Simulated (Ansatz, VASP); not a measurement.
# One calculation of CdF2, two programs

Contents of INCAR:

```
SYSTEM = CdF2
PREC = Accurate
ENCUT = 520
EDIFF = 1E-7
ISMEAR = 0
SIGMA = 0.05
LREAL = .False.
LASPH = .True.
NELM = 80
ALGO = Normal
ISIF = 2
LWAVE = .False.
LCHARG = .False.
GGA = PE
NBANDS = 20
```

Contents of KPOINTS:

```
Automatic mesh
0
Gamma
  8 8 8
  0 0 0
```

File POSCAR:

```
CdF2
1.0
    0.0000000000      2.7402705265      2.6671053034
    2.7402705265      0.0000000000      2.6671053034
    2.7402705265      2.7402705265      0.0000000000
Cd F
1 2
Direct
    0.0000000000      0.0000000000      0.0000000000
    0.2500000000      0.2500000000      0.2500000000
    0.7500000000      0.7500000000      0.7500000000
```

Input for Ansatz:

```yaml
crystal:
  lattice:
    - [0.0, 2.7402705265, 2.6671053034]
    - [2.7402705265, 0.0, 2.6671053034]
    - [2.7402705265, 2.7402705265, 0.0]
  atoms:
    - { symbol: Cd, position: [0.0, 0.0, 0.0] }
    - { symbol: F, position: [0.25, 0.25, 0.25] }
    - { symbol: F, position: [0.75, 0.75, 0.75] }
basis:
  ecutwfc: 520.0
kpoints:
  mp_grid: { grid: [8, 8, 8] }
hamiltonian:
  xc: pbe
  pseudopotentials: { kind: paw }
scf:
  occupations: { method: gaussian, width: 0.05 }
output:
  forces: true
  stress: true
  eigenvalues: true
  write_density: true
  write_potential: true
  elf: true
  volumetric_format: npy
```

Change from the starting cell: engineering shear strain xy +0.0000, normal strain along z -0.0267.

Alike in both runs: task single point; functional PBE; k mesh 8 × 8 × 8; occupations gaussian, width 0.05 eV; no spin polarisation.

```csv
,VASP,Ansatz
version,VASP 6.6.1,Ansatz 0.2.0
potentials or method,"VASP PAW PBE potentials, release 64 (Cd, F), cutoff 520 eV","scalar-relativistic, plane waves, PAW"
valence electrons in the cell,26,34
```

|  | VASP | Ansatz | Ansatz less VASP |
| --- | --- | --- | --- |
| gap on the k mesh at the Fermi level (eV) | 2.95 | 2.99 | +0.032 |
| least direct gap on the mesh (eV) | 3.48 | 3.51 | +0.031 |
| pressure (GPa) | 3.4 | 2.7 | -0.63 |
| traceless stress, the component that is largest in VASP (GPa) | 1.93 | 1.95 | +0.028 |

With one functional, cell and mesh, what is left measures potentials, basis and numerics. VASP's potentials hold 26 valence electrons a cell and Ansatz's 34, so a difference there can come from the potentials and not from the codes.
